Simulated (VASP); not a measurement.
A run of VASP 6.6.1:

The input INCAR:

```
SYSTEM = SiGe2
ALGO = Normal
EDIFF = 1E-8
ENCUT = 520
IBRION = 8
ISIF = 2
ISMEAR = -1
LASPH = .True.
LCHARG = .False.
LREAL = .False.
LWAVE = .False.
NBANDS = 23
NELM = 80
NSW = 1
PREC = Accurate
SIGMA = 0.15
```

File KPOINTS:

```
k-points
0
Gamma
  12 12 12
  0 0 0
```

File POSCAR:

```
SiGe2
1.0
    0.0000000000      3.0410000000      3.0410000000
    3.0410000000      0.0000000000      3.0410000000
    3.0410000000      3.0410000000      0.0000000000
Si Ge
1 2
Direct
    0.0000000000      0.0000000000      0.0000000000
    0.2500000000      0.2500000000      0.2500000000
    0.7500000000      0.7500000000      0.7500000000
```

Potentials or basis: VASP PAW LDA potentials, release 64 (Si, Ge_d).

Launch:

```console
$ cat potpaw_LDA.64/Si/POTCAR potpaw_LDA.64/Ge_d/POTCAR > POTCAR
$ mpirun -np 1 vasp_std > vasp.out
```

Hardware: 1 thread of AMD EPYC 7R43 64-Core Processor (Zen 3), on a shared host.

Estimate the wall time of this run.

Wall time 13 min on 1 thread of AMD EPYC 7R43 64-Core Processor (Zen 3), on a shared host, peak memory 0.7 GiB. Counts: scf iterations 42, k points 72.
